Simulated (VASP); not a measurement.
# KPt (P-6m2) in VASP: notebook

The runs below take KPt through single point, relaxation of cell and atoms, with revPBE+D4.

Everything below comes from runs of VASP 6.6.1. Logs are shortened: lines on timing, memory, paths and dates and some standing lists are left out, and cuts for length are marked.

### 1 The cell of the first run

It takes space group P-6m2 (No. 187, hexagonal). Conventional cell: a = 2.955 Å, b = 2.955 Å, c = 5.390 Å, α = 90.00°, β = 90.00°, γ = 120.00°. Pt (site symmetry -6m2) has 6 Pt at 2.96 Å and 6 K at 3.19 Å within 3.9 Å. K (site symmetry -6m2) has 6 K at 2.96 Å and 6 Pt at 3.19 Å within 3.9 Å.

### 2 Single point, revPBE+D4, non-collinear spin, zero start, spin-orbit coupling (20.38 Å³/atom)

Input file INCAR:

```
SYSTEM = KPt
PREC = Accurate ; ENCUT = 520
EDIFF = 1E-6 ; ISMEAR = 1
SIGMA = 0.2 ; LREAL = .FALSE.
LASPH = .TRUE. ; NELM = 150
ALGO = Normal ; ISIF = 2
LWAVE = .FALSE. ; LCHARG = .FALSE.
MAGMOM = 0 0 0 0 0 0 ; LORBIT = 11
LSORBIT = .TRUE. ; GGA_COMPAT = .FALSE.
LORBMOM = .TRUE. ; LMAXMIX = 4
GGA = RE ; IVDW = 13
NBANDS = 31
```

Input file KPOINTS:

```
Automatic mesh
0
G
  7 7 4
  0 0 0
```

Input file POSCAR:

```
KPt
1.0
    2.9550811502      0.0000000000      0.0000000000
   -1.4775405751      2.5591753464      0.0000000000
    0.0000000000      0.0000000000      5.3899104026
Pt K
1 1
Direct
    0.6666666667      0.3333333333      0.0000000000
    0.0000000000      0.0000000000      0.5000000000
```

Potentials or basis: VASP PAW PBE potentials, release 64 (Pt, K_sv).

The run is started by

```
$ cat potpaw_PBE.64/Pt/POTCAR potpaw_PBE.64/K_sv/POTCAR > POTCAR
$ mpirun -np 1 vasp_ncl > vasp.out
```

OUTCAR:

```text
SYSTEM = KPt
   PREC = Accurate
   ENCUT = 520
   EDIFF = 1E-6
   ISMEAR = 1
   LREAL = .FALSE.
   LASPH = .TRUE.
   NELM = 150
   ISIF = 2
   LORBIT = 11
   LSORBIT = .TRUE.
   GGA = RE
   IVDW = 13

 ion  position               nearest neighbor table
   1  0.667  0.333  0.000-   2 3.19   2 3.19   2 3.19   2 3.19   2 3.19   2 3.19
   2  0.000  0.000  0.500-   1 3.19   1 3.19   1 3.19   1 3.19   1 3.19   1 3.19

  LATTYP: Found a hexagonal cell.
 ALAT       =     2.9550811502
 C/A-ratio  =     1.8239466629

  Lattice vectors:

 A1 = (   2.9550811502,   0.0000000000,   0.0000000000)
 A2 = (  -1.4775405751,   2.5591753464,   0.0000000000)
 A3 = (   0.0000000000,   0.0000000000,   5.3899104026)

Analysis of symmetry for initial positions (statically):
=====================================================================
 Subroutine PRICEL returns:
 Original cell was already a primitive cell.

 Routine SETGRP: Setting up the symmetry group for a
 hexagonal supercell.

 Subroutine GETGRP returns: Found 12 space group operations
 (whereof 12 operations were pure point group operations)
 out of a pool of 24 trial point group operations.

The static configuration has the point symmetry D_3h.

Analysis of symmetry for dynamics (positions and initial velocities):
=====================================================================
 Subroutine PRICEL returns:
 Original cell was already a primitive cell.

 Routine SETGRP: Setting up the symmetry group for a
 hexagonal supercell.

 Subroutine GETGRP returns: Found 12 space group operations
 (whereof 12 operations were pure point group operations)
 out of a pool of 24 trial point group operations.

The dynamic configuration has the point symmetry D_3h.

Analysis of structural, dynamic, and magnetic symmetry:
=====================================================================
 Subroutine PRICEL returns:
 Original cell was already a primitive cell.

 Routine SETGRP: Setting up the symmetry group for a
 hexagonal supercell.

 Subroutine GETGRP returns: Found 12 space group operations
 (whereof 12 operations were pure point group operations)
 out of a pool of 24 trial point group operations.

The overall configuration has the point symmetry D_3h.

 Subroutine INISYM returns: Found 12 space group operations
 (whereof 12 operations are pure point group operations),
 and found     1 'primitive' translations

----------------------------------------------------------------------------------------

                                     Primitive cell

  volume of cell :      40.7616

  direct lattice vectors                    reciprocal lattice vectors
     2.955081150  0.000000000  0.000000000     0.338400182  0.195375436  0.000000000
    -1.477540575  2.559175346  0.000000000     0.000000000  0.390750873  0.000000000
     0.000000000  0.000000000  5.389910403     0.000000000  0.000000000  0.185531841

  length of vectors
     2.955081150  2.955081150  5.389910403     0.390750873  0.390750873  0.185531841

  position of ions in fractional coordinates (direct lattice)
     0.666666667  0.333333333  0.000000000
     0.000000000  0.000000000  0.500000000

  ion indices of the primitive-cell ions
   primitive index   ion index
                 1           1
                 2           2

----------------------------------------------------------------------------------------

 KPOINTS: Automatic mesh

Automatic generation of k-mesh.
 Grid dimensions read from file:
 generate k-points for:    7    7    4

 Generating k-lattice:

  Cartesian coordinates                     Fractional coordinates (reciprocal lattice)
     0.048342883  0.027910777  0.000000000     0.142857143  0.000000000  0.000000000
[... 99 lines left out ...]
 number of electron      18.9999998 magnetization      -0.0000000     -0.0000000     -0.0000000

 number of electron      18.9999998 magnetization       0.0000000     -0.0000000     -0.0000000

 number of electron      18.9999998 magnetization       0.0000000      0.0000000     -0.0000000

 Free energy of the ion-electron system (eV)
  ---------------------------------------------------
  ext. energy  EPLUGINS =         0.00000000
  ---------------------------------------------------
  free energy    TOTEN  =        -6.10751882 eV

  energy without entropy =       -6.10818087  energy(sigma->0) =       -6.10773950

 E-fermi :   6.0212     XC(G=0): -10.6133

 val. band max:        6.0108142226   @ k =  -0.1429   0.0000   0.5000
 cond. band min:       6.0739689784   @ k =  -0.4286  -0.0000   0.5000
 fundamental gap:      0.0631547558
 Fermi energy:         6.0211911071

 k-point     1 :       0.0000    0.0000    0.0000
  band No.  band energies     occupation
      1     -26.7406      1.00000
      2     -26.7406      1.00000
      3      -9.9537      1.00000
      4      -9.9537      1.00000
      5      -9.0310      1.00000
      6      -9.0310      1.00000
[... 805 lines left out ...]
     30      13.3150      0.00000
     31      14.0937      0.00000

 [... further k-points ...]

------------------------ aborting loop because EDIFF is reached ----------------------------------------

  DFT-D4 for vdW energy calculation

  Edisp (eV):   -0.91233

  FORCE on cell =-STRESS in cart. coord.  units (eV):
  Direction    XX          YY          ZZ          XY          YZ          ZX
  --------------------------------------------------------------------------------------
  -------------------------------------------------------------------------------------
  Total       0.10509     0.10509     0.02662     0.00000     0.00000     0.00000
  in kB       4.13061     4.13061     1.04648     0.00000     0.00000     0.00000
  external pressure =        3.10 kB  Pullay stress =        0.00 kB

 VOLUME and BASIS-vectors are now :
 -----------------------------------------------------------------------------
  energy-cutoff  :      520.00
  volume of cell :       40.76
      direct lattice vectors                 reciprocal lattice vectors
     2.955081150  0.000000000  0.000000000     0.338400182  0.195375436  0.000000000
    -1.477540575  2.559175346  0.000000000     0.000000000  0.390750873  0.000000000
     0.000000000  0.000000000  5.389910403     0.000000000  0.000000000  0.185531841

 POSITION                                       TOTAL-FORCE (eV/Angst)
 -----------------------------------------------------------------------------------
      1.47754      0.85306      0.00000        -0.000000      0.000000      0.000000
      0.00000      0.00000      2.69496         0.000000      0.000000      0.000000
 -----------------------------------------------------------------------------------
    total drift:                               -0.000000      0.000000      0.000000

  FREE ENERGIE OF THE ION-ELECTRON SYSTEM (eV)
  ---------------------------------------------------
  free  energy   TOTEN  =        -7.0198529945 eV

  energy  without entropy=       -7.0205150505  energy(sigma->0) =       -7.02007368

 orbital moment (x)

 # of ion     p       d       tot
 ----------------------------------------
  1        -0.000   0.000   0.000
  2         0.000   0.000   0.000
 ----------------------------------------
            0.000   0.000   0.000

 orbital moment (y)

 # of ion     p       d       tot
 ----------------------------------------
  1         0.000   0.000   0.000
  2        -0.000  -0.000  -0.000
 ----------------------------------------
           -0.000   0.000  -0.000

 orbital moment (z)

 # of ion     p       d       tot
 ----------------------------------------
  1         0.000   0.000   0.000
  2        -0.000   0.000  -0.000
 ----------------------------------------
           -0.000   0.000  -0.000

 Spin-Orbit-Coupling matrix elements

 Ion:    1  E_soc:     -0.6518407
 l=   1
     0.0000000    -0.0217133    -0.0298397
    -0.0217133     0.0000000    -0.0217133
    -0.0298397    -0.0217133     0.0000000
 l=   2
     0.0000000    -0.0165257     0.0000000    -0.0165257    -0.0858298
    -0.0165257     0.0000000    -0.0428388    -0.0150440    -0.0165257
     0.0000000    -0.0428388     0.0000000    -0.0428388     0.0000000
    -0.0165257    -0.0150440    -0.0428388     0.0000000    -0.0165257
    -0.0858298    -0.0165257     0.0000000    -0.0165257     0.0000000
 l=   3
     0.0000000     0.0000000     0.0000000     0.0000000     0.0000000     0.0000000     0.0000000
     0.0000000     0.0000000     0.0000000     0.0000000     0.0000000     0.0000000     0.0000000
     0.0000000     0.0000000     0.0000000     0.0000000     0.0000000     0.0000000     0.0000000
     0.0000000     0.0000000     0.0000000     0.0000000     0.0000000     0.0000000     0.0000000
     0.0000000     0.0000000     0.0000000     0.0000000     0.0000000     0.0000000     0.0000000
     0.0000000     0.0000000     0.0000000     0.0000000     0.0000000     0.0000000     0.0000000
     0.0000000     0.0000000     0.0000000     0.0000000     0.0000000     0.0000000     0.0000000

 Ion:    2  E_soc:     -0.0086148
 l=   1
     0.0000000    -0.0014733    -0.0013424
    -0.0014733     0.0000000    -0.0014733
    -0.0013424    -0.0014733     0.0000000
 l=   2
     0.0000000    -0.0000016     0.0000000    -0.0000016    -0.0000003
    -0.0000016     0.0000000    -0.0000052    -0.0000015    -0.0000016
     0.0000000    -0.0000052     0.0000000    -0.0000052     0.0000000
    -0.0000016    -0.0000015    -0.0000052     0.0000000    -0.0000016
    -0.0000003    -0.0000016     0.0000000    -0.0000016     0.0000000
 l=   3
     0.0000000     0.0000000     0.0000000     0.0000000     0.0000000     0.0000000     0.0000000
     0.0000000     0.0000000     0.0000000     0.0000000     0.0000000     0.0000000     0.0000000
     0.0000000     0.0000000     0.0000000     0.0000000     0.0000000     0.0000000     0.0000000
     0.0000000     0.0000000     0.0000000     0.0000000     0.0000000     0.0000000     0.0000000
     0.0000000     0.0000000     0.0000000     0.0000000     0.0000000     0.0000000     0.0000000
     0.0000000     0.0000000     0.0000000     0.0000000     0.0000000     0.0000000     0.0000000
     0.0000000     0.0000000     0.0000000     0.0000000     0.0000000     0.0000000     0.0000000

 total charge

# of ion       s       p       d       tot
------------------------------------------
    1        0.668   0.345   8.040   9.052
    2        1.989   5.612   0.091   7.692
--------------------------------------------------
tot          2.656   5.957   8.131  16.744

 magnetization (x)

# of ion       s       p       d       tot
------------------------------------------
    1       -0.000  -0.000  -0.000  -0.000
    2        0.000  -0.000   0.000  -0.000
--------------------------------------------------
tot          0.000  -0.000  -0.000  -0.000

 magnetization (y)

# of ion       s       p       d       tot
------------------------------------------
    1        0.000   0.000   0.000   0.000
    2       -0.000   0.000   0.000   0.000
--------------------------------------------------
tot         -0.000   0.000   0.000   0.000

 magnetization (z)

# of ion       s       p       d       tot
------------------------------------------
    1        0.000  -0.000  -0.000  -0.000
    2        0.000   0.000   0.000   0.000
--------------------------------------------------
tot          0.000  -0.000  -0.000  -0.000
```

Wall time 39 s (1 thread of Intel Xeon 6975P-C (Granite Rapids), shared host); peak memory 0.28 GiB.

Results:

- Free energy: -7.0199 eV
- Pressure: 0.3 GPa
- Net moment: 0.00 μB per cell
- Valence electrons inside the program's atomic spheres: Pt 9.05; K 7.69
- Dispersion energy per atom: -0.456 eV

Stress tensor (GPa, compression positive):
```
0.41 0.00 0.00
0.00 0.41 0.00
0.00 0.00 0.10
```

Moments on the atoms (μB; x, y, z):
```
Pt  0.00 0.00 0.00
K   0.00 0.00 0.00
```

Caveat: the PAW data sets were made with another functional, which shifts forces and pressure a little.

### 3 Relaxation of cell and atoms, revPBE+D4, non-collinear spin, zero start, spin-orbit coupling (21.68 Å³/atom)

This run uses another cell than the first one, of 21.68 Å³/atom.

Input file INCAR:

```
PREC = Accurate
ENCUT = 600
EDIFF = 1E-6
ISMEAR = 1
SIGMA = 0.2
LREAL = False
LASPH = True
NELM = 150
ALGO = Normal
ISIF = 3
LWAVE = False
LCHARG = False
MAGMOM = 0 0 0 0 0 0
LORBIT = 11
LSORBIT = True
GGA_COMPAT = False
LORBMOM = True
LMAXMIX = 4
GGA = RE
IVDW = 13
IBRION = 2
NSW = 80
EDIFFG = -0.01
```

Input file KPOINTS:

```
Automatic mesh
0
Gamma
  7 7 4
```

Input file POSCAR:

```
KPt
1.0
    3.0403366400      0.0000000000      0.0000000000
   -1.5201683200      2.6330087663      0.0000000000
    0.0000000000      0.0000000000      5.4159226200
Pt K
1 1
Direct
    0.6666666667      0.3333333333      0.0000000000
    0.0000000000      0.0000000000      0.5000000000
```

Potentials or basis: VASP PAW PBE potentials, release 64 (Pt, K_sv).

The run is started by

```
$ cat potpaw_PBE.64/Pt/POTCAR potpaw_PBE.64/K_sv/POTCAR > POTCAR
$ mpirun -np 1 vasp_ncl > vasp.out
```

It took 2.2 min on 1 thread of Intel Xeon 6975P-C (Granite Rapids), shared host; peak memory 0.34 GiB.

Results (log left out):

```yaml
Free_energy: -7.0204 eV
Relaxed_volume: 20.49 Å³/atom
Relaxed_cell: a = 2.963 Å, b = 2.963 Å, c = 5.392 Å, α = 90.00°, β = 90.00°, γ = 120.00°
Space_group_after_relaxing_to_0.1_Å: P-6m2 (No. 187)
Energy_gained_by_relaxing: 12.5 meV/atom
Ionic_steps: 5
Pressure_after_relaxing: 0.0 GPa
Net_moment: 0.00 μB per cell
Valence_electrons_inside_the_program's_atomic_spheres: Pt 9.05; K 7.69
Dispersion_energy_per_atom: -0.454 eV
```

Step by step:
```
step  energy change (eV)  largest force (eV/Å)  pressure (GPa)  volume (Å³)
   1              0.0000                0.0000           -2.74        43.36
   2             -0.0238                0.0000           -0.03        41.07
   3             -0.0239                0.0000            0.15        40.95
   4             -0.0249                0.0000            0.06        40.98
   5             -0.0250                0.0000            0.04        40.99
```

Final structure:
```xyz
2
Lattice="2.9626 0.0000 0.0000 -1.4813 2.5657 0.0000 0.0000 0.0000 5.3922" Properties=species:S:1:pos:R:3 pbc="T T T"
Pt    1.4813    0.8552    0.0000
K     0.0000    0.0000    2.6961
```

Moments on the atoms (μB; x, y, z):
```
Pt  0.00 0.00 0.00
K   0.00 0.00 0.00
```

Caveat: the PAW data sets were made with another functional, which shifts forces and pressure a little.
